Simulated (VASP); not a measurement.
Ni:

```
Ni
1.0
     0.00000    1.76725    1.76725
     1.76725    0.00000    1.76725
     1.76725    1.76725    0.00000
Ni
1
Direct
  0.00000 0.00000 0.00000
```

Base run:

| Quantity | Value |
| --- | --- |
| Program | VASP 6.6.1 |
| Functional | r2SCAN |
| Potentials or basis | VASP PAW PBE potentials, release 64 (Ni) |
| Cutoff | 520 eV |
| k mesh | 14 × 14 × 14 |
| Occupations | fermi-dirac, width 0.003 eV |
| Spin | collinear spin, ferromagnetic start |
| Starting moments | [2.0] μB |

Its results: pressure -8.8 GPa; net moment 0.75 μB per cell; site moments Ni +0.78 μB.

Problem. The run is repeated on the same cell with these changes: occupations from fermi-dirac, width 0.003 eV to tetrahedron. What comes out?

Solution. Pressure -9.2 GPa; net moment 0.72 μB per cell; site moments Ni +0.74 μB.

Caveats: the PAW data sets were made with another functional, which shifts forces and pressure a little; tetrahedron occupations give inexact forces and stress in metals (some runs).
